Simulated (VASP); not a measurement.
# WSe2 (P6_3/mmc) in VASP: notebook, part 2 of 2

VASP 6.6.1.

## (3) Single point, PBEsol

File INCAR:

```
SYSTEM = WSe2
ALGO = Normal
EDIFF = 1E-6
ENCUT = 520
GGA = PS
ISIF = 2
ISMEAR = 0
LASPH = .TRUE.
LCHARG = .TRUE.
LELF = .TRUE.
LREAL = .FALSE.
LVHAR = .TRUE.
LWAVE = .FALSE.
NBANDS = 35
NELM = 100
PREC = Accurate
SIGMA = 0.02
```

File KPOINTS:

```
k-points
0
G
  12 12 2
  0 0 0
```

File POSCAR:

```
WSe2
1.0
    3.2504977378      0.0000000000      0.0000000000
   -1.6252488689      2.8150136158      0.0000000000
    0.0000000000      0.0000000000     12.7066249680
W Se
2 4
Direct
    0.6666666667      0.3333333333      0.7500000000
    0.3333333333      0.6666666667      0.2500000000
    0.3333333333      0.6666666667      0.8820413613
    0.6666666667      0.3333333333      0.3820413613
    0.3333333333      0.6666666667      0.6179586387
    0.6666666667      0.3333333333      0.1179586387
```

Potentials or basis: VASP PAW PBE potentials, release 64 (W_sv, Se).

On the command line:

```
cat potpaw_PBE.64/W_sv/POTCAR potpaw_PBE.64/Se/POTCAR > POTCAR
mpirun -np 1 vasp_std > vasp.out
```

OUTCAR:

```text
SYSTEM = WSe2
   EDIFF = 1E-6
   ENCUT = 520
   GGA = PS
   ISIF = 2
   ISMEAR = 0
   LASPH = .TRUE.
   LREAL = .FALSE.
   NELM = 100
   PREC = Accurate

 ion  position               nearest neighbor table
   1  0.667  0.333  0.750-   3 2.52   5 2.52   3 2.52   5 2.52   3 2.52   5 2.52
   2  0.333  0.667  0.250-   4 2.52   6 2.52   4 2.52   6 2.52   4 2.52   6 2.52
   3  0.333  0.667  0.882-   1 2.52   1 2.52   1 2.52
   4  0.667  0.333  0.382-   2 2.52   2 2.52   2 2.52
   5  0.333  0.667  0.618-   1 2.52   1 2.52   1 2.52
   6  0.667  0.333  0.118-   2 2.52   2 2.52   2 2.52

  LATTYP: Found a hexagonal cell.
 ALAT       =     3.2504977378
 C/A-ratio  =     3.9091320754

  Lattice vectors:

 A1 = (   3.2504977378,   0.0000000000,   0.0000000000)
 A2 = (  -1.6252488689,   2.8150136158,   0.0000000000)
 A3 = (   0.0000000000,   0.0000000000,  12.7066249680)

Analysis of symmetry for initial positions (statically):
=====================================================================
 Subroutine PRICEL returns:
 Original cell was already a primitive cell.

 Routine SETGRP: Setting up the symmetry group for a
[... 174 lines left out ...]
  free energy    TOTEN  =       -46.51322015 eV

  energy without entropy =      -46.51322015  energy(sigma->0) =      -46.51322015

 E-fermi :   6.9454     XC(G=0): -11.1716

 val. band max:        6.6641540217   @ k =   0.0000   0.0000   0.0000
 cond. band min:       7.4988412174   @ k =   0.1667   0.1667   0.0000
 fundamental gap:      0.8346871958
 Fermi energy:         6.9454208022

 k-point     1 :       0.0000    0.0000    0.0000
  band No.  band energies     occupation
      1     -67.5990      2.00000
      2     -67.5990      2.00000
      3     -31.8806      2.00000
      4     -31.8806      2.00000
      5     -31.7122      2.00000
      6     -31.7122      2.00000
[... 901 lines left out ...]
     34      10.6808      0.00000
     35      12.1894      0.00000

 [... further k-points ...]
[... 5 lines left out ...]
  --------------------------------------------------------------------------------------
  -------------------------------------------------------------------------------------
  Total        1.7437252      1.7437252      1.8612089      0.0000000     -0.0000000     -0.0000000
  in kB       24.0285766     24.0285766     25.6475047      0.0000000     -0.0000000     -0.0000000
  external PRESSURE =      24.5682193 kB  Pullay stress =       0.0000000 kB

 VOLUME and BASIS-vectors are now :
 -----------------------------------------------------------------------------
  energy-cutoff  :      520.00
  volume of cell :      116.27
      direct lattice vectors                 reciprocal lattice vectors
     3.250497738  0.000000000  0.000000000     0.307645192  0.177619034  0.000000000
    -1.625248869  2.815013616  0.000000000     0.000000000  0.355238069  0.000000000
     0.000000000  0.000000000 12.706624968     0.000000000  0.000000000  0.078699104

 POSITION                                       TOTAL-FORCE (eV/Angst)
 -----------------------------------------------------------------------------------
      1.62525      0.93834      9.52997         0.000000      0.000000      0.000000
     -0.00000      1.87668      3.17666        -0.000000     -0.000000      0.000000
     -0.00000      1.87668     11.20777        -0.000000      0.000000      0.062945
      1.62525      0.93834      4.85446        -0.000000      0.000000      0.062945
     -0.00000      1.87668      7.85217         0.000000     -0.000000     -0.062945
      1.62525      0.93834      1.49886         0.000000     -0.000000     -0.062945
 -----------------------------------------------------------------------------------
    total drift:                               -0.000000      0.000000     -0.000000

  FREE ENERGIE OF THE ION-ELECTRON SYSTEM (eV)
  ---------------------------------------------------
  free  energy   TOTEN  =       -46.5132201489 eV

  energy  without entropy=      -46.5132201489  energy(sigma->0) =      -46.51322015
```

stdout:

```text
POSCAR found type information on POSCAR W Se
 POSCAR found :  2 types and       6 ions
 scaLAPACK will be used
 -----------------------------------------------------------------------------
|                                                                             |
|                                                                             |
|     You enforced a specific xc type in the INCAR file but a different       |
|     I HOPE YOU KNOW WHAT YOU ARE DOING!                                     |
|                                                                             |
 -----------------------------------------------------------------------------

 LDA part: xc-table for (Slater+PW92), standard interpolation
 POSCAR, INCAR and KPOINTS ok, starting setup
 FFT: planning ... GRIDC
 FFT: planning ... GRID_SOFT
 FFT: planning ... GRID
 WAVECAR not read
 entering main loop
```

It took 67 s on 1 thread of Intel Xeon 6975P-C (Granite Rapids), shared host; peak memory 0.3 GiB.

Results:

| Item | Value |
| --- | --- |
| Free energy | -46.5132 eV |
| Pressure | 2.5 GPa |
| Largest force | 0.063 eV/Å |
| Band gap on the k mesh | 0.83 eV (least direct gap 1.63 eV) |

Forces on the atoms (eV/Å):
```
W    0.000  0.000  0.000
W    0.000  0.000  0.000
Se   0.000  0.000  0.063
Se   0.000  0.000  0.063
Se   0.000  0.000 -0.063
Se   0.000  0.000 -0.063
```

Stress tensor (GPa, compression positive):
```
2.40 0.00 0.00
0.00 2.40 0.00
0.00 0.00 2.56
```

Caveat: the PAW data sets were made with another functional, which shifts forces and pressure a little; spin-orbit coupling is left out, which moves the levels of the heavy elements; this functional lacks dispersion, which binds the layers, so the pressure and a relaxed spacing across them are unreliable. A k mesh can miss the band edges.

## (4) Single point, PBEsol

This run uses another cell than the first one, of 16.44 Å³/atom.

File INCAR:

```
  ALGO = Normal
  EDIFF = 1E-7
  ENCUT = 520
  GGA = PS
  ISIF = 2
  ISMEAR = 0
  LASPH = True
  LCHARG = False
  LREAL = False
  LWAVE = False
  NBANDS = 35
  NELM = 100
  PREC = Accurate
  SIGMA = 0.02
```

File KPOINTS:

```
k-points
0
Gamma
  12 12 4
```

File POSCAR:

```
WSe2
1.0
    3.1172822207      0.0000000000      0.0000000000
   -1.5586411104      2.6996455939      0.0000000000
    0.0000000000      0.0000000000     11.7204054296
W Se
2 4
Direct
    0.6666666667      0.3333333333      0.7500000000
    0.3333333333      0.6666666667      0.2500000000
    0.3333333333      0.6666666667      0.8945762452
    0.6666666667      0.3333333333      0.3945762452
    0.3333333333      0.6666666667      0.6054237548
    0.6666666667      0.3333333333      0.1054237548
```

On the command line:

```
cat potpaw_PBE.64/W_sv/POTCAR potpaw_PBE.64/Se/POTCAR > POTCAR
mpirun -np 1 vasp_std > vasp.out
```

Run time: 98 s. Hardware: 1 thread of Intel Xeon 6975P-C (Granite Rapids), shared host; peak memory 0.31 GiB.

Results (log left out):

- Free energy: -45.4771 eV
- Pressure: 20.7 GPa
- Largest force: 0.077 eV/Å
- Band gap on the k mesh: 0.23 eV (least direct gap 0.91 eV)

Forces in eV/Å, atoms in the order of the input:
```
W    0.000  0.000  0.000
W    0.000  0.000  0.000
Se   0.000  0.000  0.077
Se   0.000  0.000  0.077
Se   0.000  0.000 -0.077
Se   0.000  0.000 -0.077
```

Stress tensor (GPa, compression positive):
```
20.64  0.00  0.00
 0.00 20.64  0.00
 0.00  0.00 20.92
```

Levels at points of the mesh, in eV from the valence-band top:
| k point | band 24 | band 25 | band 26 | band 27 | band 28 | band 29 |
| --- | --- | --- | --- | --- | --- | --- |
| (0.00, 0.00, 0.00) | -1.46 | -0.34 | 0.00 | 2.48 | 2.48 | 2.66 |
| (0.50, 0.00, 0.00) | -1.83 | -1.81 | -0.83 | 1.90 | 2.48 | 2.57 |
| (0.00, 0.00, 0.50) | -1.57 | -0.09 | -0.09 | 2.57 | 2.57 | 2.57 |
| (0.50, 0.00, 0.50) | -1.92 | -1.33 | -1.33 | 2.50 | 2.50 | 2.52 |

Caveat: the cell stands under pressure; the PAW data sets were made with another functional, which shifts forces and pressure a little; spin-orbit coupling is left out, which moves the levels of the heavy elements.

## (5) Single point, PBEsol

This run uses another cell than the first one, of 17.63 Å³/atom.

File INCAR:

```
SYSTEM = WSe2
ALGO     = Normal         ! electronic algorithm
EDIFF    = 1E-7           ! SCF threshold, eV
ENCUT    = 520            ! plane-wave cutoff, eV
GGA      = PS             ! functional
ISIF     = 2              ! what is computed and relaxed
ISMEAR   = 0              ! smearing method
LASPH    = .True.         ! aspherical terms in the spheres
LCHARG   = .True.         ! write CHGCAR
LELF     = .True.         ! ELF
LREAL    = .False.        ! projectors in reciprocal space
LVHAR    = .True.       
LWAVE    = .False.        ! write WAVECAR
NBANDS   = 35             ! bands
NELM     = 100            ! most SCF steps
PREC     = Accurate       ! precision mode
SIGMA    = 0.02           ! smearing width, eV
```

File KPOINTS:

```
k-points
0
Gamma
  12 12 4
  0 0 0
```

File POSCAR:

```
WSe2
1.0
    3.1834392035      0.0000000000      0.0000000000
   -1.5917196017      2.7569392216      0.0000000000
    0.0000000000      0.0000000000     12.0524252170
W Se
2 4
Direct
    0.6666666667      0.3333333333      0.7500000000
    0.3333333333      0.6666666667      0.2500000000
    0.3333333333      0.6666666667      0.8899398410
    0.6666666667      0.3333333333      0.3899398410
    0.3333333333      0.6666666667      0.6100601590
    0.6666666667      0.3333333333      0.1100601590
```

On the command line:

```
cat potpaw_PBE.64/W_sv/POTCAR potpaw_PBE.64/Se/POTCAR > POTCAR
mpirun -np 1 vasp_std > vasp.out
```

Run time: 92 s. Hardware: 1 thread of Intel Xeon 6975P-C (Granite Rapids), shared host; peak memory 0.32 GiB.

The run converged. Its results:

```yaml
Free_energy: -46.1450 eV
Pressure: 10.6 GPa
Largest_force: 0.075 eV/Å
Band_gap_on_the_k_mesh: 0.49 eV (least direct gap 1.32 eV)
```

Forces on the atoms (eV/Å):
```
W    0.000  0.000  0.000
W    0.000  0.000  0.000
Se   0.000  0.000  0.075
Se   0.000  0.000  0.075
Se   0.000  0.000 -0.075
Se   0.000  0.000 -0.075
```

Stress tensor (GPa, compression positive):
```
10.51  0.00  0.00
 0.00 10.51  0.00
 0.00  0.00 10.80
```

Levels at points of the mesh, in eV from the valence-band top:
```csv
k point,band 22,band 23,band 24,band 25,band 26,band 27,band 28,band 29,band 30,band 31
"(0.00, 0.00, 0.00)",-1.64,-1.49,-1.49,-0.56,0.00,2.59,2.59,2.65,2.65,2.78
"(0.50, 0.00, 0.00)",-2.73,-1.91,-1.62,-1.61,-0.94,2.06,2.31,2.39,2.78,2.90
"(0.00, 0.00, 0.50)",-1.56,-1.56,-1.56,-0.14,-0.14,2.61,2.61,2.61,2.61,2.96
"(0.50, 0.00, 0.50)",-3.08,-1.70,-1.70,-1.28,-1.28,2.34,2.34,2.54,2.54,3.35
```

Caveat: the cell stands under pressure; the PAW data sets were made with another functional, which shifts forces and pressure a little; spin-orbit coupling is left out, which moves the levels of the heavy elements. A k mesh can miss the band edges.

## (6) Overview

```csv
cell,k mesh,gap on the mesh (eV),pressure (GPa),largest force (eV/Å)
"a = 3.250, b = 3.250, c = 12.707 Å, angles 90.0, 90.0, 120.0°, 6 atoms, atomic positions A",12 × 12 × 2,0.83,2.5,0.06
"a = 3.117, b = 3.117, c = 11.720 Å, angles 90.0, 90.0, 120.0°, 6 atoms, atomic positions B",12 × 12 × 4,0.23,20.7,0.08
"a = 3.183, b = 3.183, c = 12.052 Å, angles 90.0, 90.0, 120.0°, 6 atoms, atomic positions C",12 × 12 × 4,0.49,10.6,0.08
```

Alike in all rows: task single point; level PBEsol; potentials or basis VASP PAW PBE potentials, release 64 (W_sv, Se); no spin polarisation; cutoff (eV) 520; smearing gaussian 0.02 eV.

Caveats: the PAW data sets were made with another functional, which shifts forces and pressure a little; spin-orbit coupling is left out, which moves the levels of the heavy elements; the cell stands under pressure (at least some runs); this functional lacks dispersion, which binds the layers, so the pressure and a relaxed spacing across them are unreliable (at least some runs).

Total energies depend on the potentials used, so only differences within one code and one set of settings carry meaning.
